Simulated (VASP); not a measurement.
A run of VASP 6.6.1:

File INCAR:

```
SYSTEM = Sb
  ALGO = Normal
  DIPOL = 0.5 0.5 0.500
  EDIFF = 1E-7
  ENCUT = 520
  GGA = PE
  IDIPOL = 3
  ISIF = 2
  ISMEAR = -1
  LASPH = .True.
  LCHARG = .False.
  LDIPOL = .True.
  LREAL = .False.
  LWAVE = .False.
  NBANDS = 24
  NELM = 60
  PREC = Accurate
  SIGMA = 0.1
```

File KPOINTS:

```
k-points
0
Gamma
  11 11 1
  0 0 0
```

File POSCAR:

```
Sb
1.0
    3.3888387686      0.0000000000      0.0000000000
   -1.6944193843      2.9348204630      0.0000000000
    0.0000000000      0.0000000000     29.8349000000
Sb
6
Direct
    0.1666666665      0.3333333335      0.2681427397
    0.5000000005      0.9999999995      0.3608856437
    0.8333333335      0.6666666665      0.4536285476
    0.1666666665      0.3333333335      0.5463714516
    0.5000000005      0.9999999995      0.6391143563
    0.8333333335      0.6666666665      0.7318572603
```

Potentials or basis: VASP PAW PBE potentials, release 64 (Sb).

The run is started by

```sh
$ cat potpaw_PBE.64/Sb/POTCAR > POTCAR
$ mpirun -np 1 vasp_std > vasp.out
```

Hardware: 1 thread of Intel(R) Xeon(R) 6975P-C (Granite Rapids), on a shared host.

Q: Estimate the wall time of this run.

A: Run time: 3 min on 1 thread of Intel(R) Xeon(R) 6975P-C (Granite Rapids) (shared host), peak memory 0.45 GiB. Counts: scf iterations 27, k points 16.
